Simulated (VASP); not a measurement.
# HfN (P1) in VASP: single point with PBE

Aim: the single point of HfN with PBE.

Everything below comes from runs of VASP 6.6.1. Logs are shortened: lines on timing, memory, paths and dates and some standing lists are left out, and cuts for length are marked.

**1. The cell of the first run**

The typed cell holds 2 atoms: a = 3.216 Å, b = 3.216 Å, c = 3.216 Å, α = 60.00°, β = 60.00°, γ = 60.00°.

**2. Single point, PBE (all N atoms moved 0.2 Å in one direction)**

Contents of INCAR:

```
ALGO = Normal
EDIFF = 1E-6
ENCUT = 520
GGA = PE
ISIF = 2
ISMEAR = 0
LASPH = True
LCHARG = True
LELF = True
LREAL = False
LVHAR = True
LWAVE = False
NBANDS = 14
NELM = 100
PREC = Accurate
SIGMA = 0.15
```

Contents of KPOINTS:

```
k-points
0
Gamma
  12 12 12
```

Contents of POSCAR:

```
HfN
1.0
    0.0000000000      2.2738965916      2.2738965916
    2.2738965916      0.0000000000      2.2738965916
    2.2738965916      2.2738965916      0.0000000000
Hf N
1 1
Direct
    0.0125874403      0.0122121580     -0.0380797417
    0.4874125597      0.4877878420      0.5380797417
```

Potentials or basis: VASP PAW PBE potentials, release 64 (Hf_pv, N).

The run is started by

```sh
$ cat potpaw_PBE.64/Hf_pv/POTCAR potpaw_PBE.64/N/POTCAR > POTCAR
$ mpirun -np 1 vasp_std > vasp.out
```

OUTCAR:

```text
EDIFF = 1E-6
   ENCUT = 520
   GGA = PE
   ISIF = 2
   ISMEAR = 0
   LASPH = True
   LREAL = False
   NELM = 100
   PREC = Accurate

 ion  position               nearest neighbor table
   1  0.013  0.012  0.962-   2 2.16   2 2.16   2 2.17   2 2.39   2 2.40   2 2.40
   2  0.487  0.488  0.538-   1 2.16   1 2.16   1 2.17   1 2.39   1 2.40   1 2.40

  LATTYP: Found a face centered cubic cell.
 ALAT       =     4.5477931832

  Lattice vectors:

 A1 = (   0.0000000000,   2.2738965916,   2.2738965916)
 A2 = (   2.2738965916,   0.0000000000,   2.2738965916)
 A3 = (   2.2738965916,   2.2738965916,   0.0000000000)

Analysis of symmetry for initial positions (statically):
=====================================================================
 Subroutine PRICEL returns:
 Original cell was already a primitive cell.

 Routine SETGRP: Setting up the symmetry group for a
 face centered cubic supercell.

 Subroutine GETGRP returns: Found  1 space group operations
 (whereof  1 operations were pure point group operations)
 out of a pool of 48 trial point group operations.

The static configuration has the point symmetry C_1 .

Analysis of symmetry for dynamics (positions and initial velocities):
=====================================================================
 Subroutine PRICEL returns:
 Original cell was already a primitive cell.

 Routine SETGRP: Setting up the symmetry group for a
 face centered cubic supercell.

 Subroutine GETGRP returns: Found  1 space group operations
 (whereof  1 operations were pure point group operations)
 out of a pool of 48 trial point group operations.

The dynamic configuration has the point symmetry C_1 .

 Subroutine INISYM returns: Found  1 space group operations
 (whereof  1 operations are pure point group operations),
 and found     1 'primitive' translations

----------------------------------------------------------------------------------------

                                     Primitive cell

  volume of cell :      23.5148

  direct lattice vectors                    reciprocal lattice vectors
     0.000000000  2.273896592  2.273896592    -0.219886868  0.219886868  0.219886868
     2.273896592  0.000000000  2.273896592     0.219886868 -0.219886868  0.219886868
     2.273896592  2.273896592  0.000000000     0.219886868  0.219886868 -0.219886868

  length of vectors
     3.215775399  3.215775399  3.215775399     0.380855228  0.380855228  0.380855228

  position of ions in fractional coordinates (direct lattice)
     0.012587440  0.012212158  0.961920258
     0.487412560  0.487787842  0.538079742

  ion indices of the primitive-cell ions
   primitive index   ion index
                 1           1
[... 87 lines left out ...]
   EFERMI =   0.00;   METHOD = LEGACY
   ISMEAR =     0;   SIGMA  =   0.15  broadening in eV -4-tet -1-fermi 0-gaus
   EFERMI_NEDOS =   21; number of points for ismear=-14 and -15
   IALGO  =     38    algorithm
   IMIX   =      4    mixing-type and parameters
     AMIX     =   0.40;   BMIX     =  1.00
     AMIX_MAG =   1.60;   BMIX_MAG =  1.00
  volume/ion in A,a.u.               =      11.76        79.34
  Fermi-wavevector in a.u.,A,eV,Ry     =   1.409260  2.663116 27.021368  1.986015
  Thomas-Fermi vector in A             =   2.531334
   LORBIT       =      0    0 simple, 1 ext, 2 COOP (PROOUT), +10 PAW based schemes
   GGA     = PE    functional components
   LHFCALC =     F    Hartree Fock is set to
   AEXX    =    0.0000 exact exchange contribution
   IVDW    =     0    specifies the selected vdW correction
   LEPSILON=     F    determine dielectric tensor
   LRPA    =     F    only Hartree local field effects (RPA)
 non-spin polarized calculation
 Gauss-broadening in eV      SIGMA  =   0.15
  energy-cutoff  :      520.00
  volume of cell :       23.51
 maximum number of plane-waves:       648
   NGX = 11   NGY = 11   NGZ = 11

 number of electron      15.0000000 magnetization

 Free energy of the ion-electron system (eV)
  ---------------------------------------------------
  ext. energy  EPLUGINS =         0.00000000
  ---------------------------------------------------
  free energy    TOTEN  =       -21.54814745 eV

  energy without entropy =      -21.54142858  energy(sigma->0) =      -21.54478801

 E-fermi :   8.1861     XC(G=0): -12.6126

 val. band max:        8.1764414128   @ k =   0.0000   0.0833   0.0000
 cond. band min:       8.1920109960   @ k =   0.0833   0.5000   0.2500
 fundamental gap:      0.0155695832
 Fermi energy:         8.1861417888

 k-point     1 :       0.0000    0.0000    0.0000
  band No.  band energies     occupation
      1     -22.9970      2.00000
      2     -22.9770      2.00000
      3     -22.9767      2.00000
      4      -9.1909      2.00000
      5       4.6199      2.00000
      6       4.7403      2.00000
      7       4.7435      2.00000
      8       8.0538      1.78792
      9       8.0727      1.71510
     10       8.6893      0.00000
     11       9.7389      0.00000
     12      10.5738      0.00000
     13      10.5906      0.00000
     14      17.6406      0.00000
[... 377 lines left out ...]
      1     -23.8784      2.00000
      2     -23.0592      2.00000
      3     -23.0589      2.00000
      4      -6.7048      2.00000
      5      -0.4675      2.00000
      6       2.0107      2.00000
      7       2.0123      2.00000
      8      11.2128      0.00000
      9      11.8986      0.00000
     10      11.9054      0.00000
     11      12.9691      0.00000
     12      16.8726      0.00000
     13      16.8954      0.00000
     14      19.5063      0.00000

 [... further k-points ...]

------------------------ aborting loop because EDIFF is reached ----------------------------------------

  FORCE on cell =-STRESS in cart. coord.  units (eV):
  Direction    XX          YY          ZZ          XY          YZ          ZX
  --------------------------------------------------------------------------------------
  -------------------------------------------------------------------------------------
  Total        0.4134586      0.3916948      0.3524955     -0.0625265      0.0576769      0.0593622
  in kB       28.1708842     26.6880130     24.0171793     -4.2602235      3.9298020      4.0446292
  external PRESSURE =      26.2920255 kB  Pullay stress =       0.0000000 kB

 VOLUME and BASIS-vectors are now :
 -----------------------------------------------------------------------------
  energy-cutoff  :      520.00
  volume of cell :       23.51
      direct lattice vectors                 reciprocal lattice vectors
     0.000000000  2.273896592  2.273896592    -0.219886868  0.219886868  0.219886868
     2.273896592  0.000000000  2.273896592     0.219886868 -0.219886868  0.219886868
     2.273896592  2.273896592  0.000000000     0.219886868  0.219886868 -0.219886868

 POSITION                                       TOTAL-FORCE (eV/Angst)
 -----------------------------------------------------------------------------------
      2.21508      2.21593      0.05639         1.273621      1.254195     -1.218503
      2.33272      2.33186      2.21750        -1.273621     -1.254195      1.218503
 -----------------------------------------------------------------------------------
    total drift:                               -0.000128     -0.000117      0.000099

  FREE ENERGIE OF THE ION-ELECTRON SYSTEM (eV)
  ---------------------------------------------------
  free  energy   TOTEN  =       -21.5481474469 eV

  energy  without entropy=      -21.5414285779  energy(sigma->0) =      -21.54478801
```

It took 91 s on 1 thread of Intel Xeon 6975P-C (Granite Rapids), shared host; peak memory 0.39 GiB.

Results:

```
Free energy            : -21.5481 eV
Pressure               : 2.6 GPa
Largest force          : 2.163 eV/Å
Band gap on the k mesh : zero (an odd number of electrons rules out a gap without spin polarisation)
```

Forces on the atoms (eV/Å):
```
Hf   1.274  1.254 -1.219
N   -1.274 -1.254  1.219
```

Stress tensor (GPa, compression positive):
```
 2.82 -0.43  0.40
-0.43  2.67  0.39
 0.40  0.39  2.40
```

Levels at points of the mesh, in eV from the Fermi level:
```
           k point  band 4  band 5  band 6  band 7  band 8  band 9  band 10  band 11
(0.00, 0.00, 0.00)  -17.38   -3.57   -3.45   -3.44   -0.13   -0.11     0.50     1.55
(0.50, 0.00, 0.00)  -14.81   -8.72   -6.04   -5.89    2.85    3.51     3.56     4.33
(0.00, 0.50, 0.00)  -14.81   -8.73   -6.04   -5.88    2.85    3.51     3.55     4.33
(0.00, 0.00, 0.50)  -14.89   -8.65   -6.18   -6.17    3.03    3.71     3.72     4.78
(0.50, 0.50, 0.50)  -14.81   -8.72   -6.05   -5.89    2.84    3.51     3.57     4.34
(0.50, 0.50, 0.00)  -16.26   -5.39   -4.81   -3.78   -2.43    4.19     5.13     5.39
(0.00, 0.50, 0.50)  -16.26   -5.38   -4.79   -3.77   -2.45    4.18     5.13     5.39
(0.50, 0.00, 0.50)  -16.26   -5.38   -4.80   -3.78   -2.44    4.18     5.13     5.39
```

Caveat: the cell differs from its parent crystal (all N atoms moved 0.2 Å in one direction); spin-orbit coupling is left out, which moves the levels of the heavy elements; forces of over 1 eV/Å act on the atoms, so gaps and moduli don't describe the material at rest.
